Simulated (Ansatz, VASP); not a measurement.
One calculation of GaSb, two programs

```
Ga Sb
1.0
     0.00000    3.21195    3.05900
     3.21195    0.00000    3.05900
     3.21195    3.21195    0.00000
Ga Sb
1 1
Cartesian
  0.0000 0.0000 0.0000
  4.8179 4.8179 4.5885
```

Change from the starting cell: strain +0.050 along x and y, +0.000 along z, atoms carried along.

Alike in both runs: task single point; functional r2SCAN; k mesh 10 × 10 × 10; occupations gaussian, width 0.05 eV; no spin polarisation.

```csv
,VASP,Ansatz
version,VASP 6.6.1,Ansatz 0.2.0
potentials or method,"VASP PAW PBE potentials, release 64 (Ga_d, Sb), cutoff 520 eV","scalar-relativistic, plane waves, PAW"
valence electrons in the cell,18,28
```

Ansatz gave:

| Quantity | Value |
| --- | --- |
| gap on the k mesh at the Fermi level (eV) | 0.22 |
| least direct gap on the mesh (eV) | 0.25 |
| pressure (GPa) | -3.9 |
| traceless stress, the component that is largest in VASP (GPa) | 1.38 |

**Question.** Which values does VASP return?

**Answer.** gap on the k mesh at the Fermi level (eV): 0.22; least direct gap on the mesh (eV): 0.25; pressure (GPa): -3.8; traceless stress, the component that is largest in VASP (GPa): 1.38.

VASP's potentials were made for PBE, not for r2SCAN. VASP's potentials hold 18 valence electrons a cell and Ansatz's 28, so a difference there can come from the potentials and not from the codes.

Neither program's run includes spin-orbit coupling.
